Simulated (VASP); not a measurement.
Here is a VASP 6.6.1 calculation.

File INCAR:

```
SYSTEM = SrHg3O4
PREC = Accurate ; ENCUT = 520
EDIFF = 1E-6 ; ISMEAR = 0
SIGMA = 0.1 ; LREAL = .False.
LASPH = .True. ; NELM = 80
ALGO = Normal ; ISIF = 2
LWAVE = .False. ; LCHARG = .True.
GGA = PE ; LELF = .True.
LVHAR = .True. ; NBANDS = 45
```

Contents of KPOINTS:

```
regular mesh
0
Gamma
  8 8 8
  0 0 0
```

The input POSCAR:

```
SrHg3O4
1.0
    4.7829323224      0.0000000000      0.0000000000
    0.0000000000      4.7829323224      0.0000000000
    0.0000000000      0.0000000000      4.7829323224
Sr Hg O
1 3 4
Direct
    0.0000000000      0.0000000000      0.0000000000
    0.0000000000      0.5000000000      0.5000000000
    0.5000000000      0.0000000000      0.5000000000
    0.5000000000      0.5000000000      0.0000000000
    0.5000000000      0.0000000000      0.0000000000
    0.5000000000      0.5000000000      0.5000000000
    0.0000000000      0.0000000000      0.5000000000
    0.0000000000      0.5000000000      0.0000000000
```

Potentials or basis: VASP PAW PBE potentials, release 64 (Sr_sv, Hg, O).

Run with:

```sh
$ cat potpaw_PBE.64/Sr_sv/POTCAR potpaw_PBE.64/Hg/POTCAR potpaw_PBE.64/O/POTCAR > POTCAR
$ mpirun -np 1 vasp_std > vasp.out
```

**Question.** Estimate the pressure.

**Answer.** 18.9 GPa.

**Question.** What does it give for the band gap on the k mesh?

**Answer.** Zero (band 35 reaches 3.34 eV, above the bottom of band 36 at 1.97 eV).

Caveat: spin-orbit coupling is left out, which moves the levels of the heavy elements.
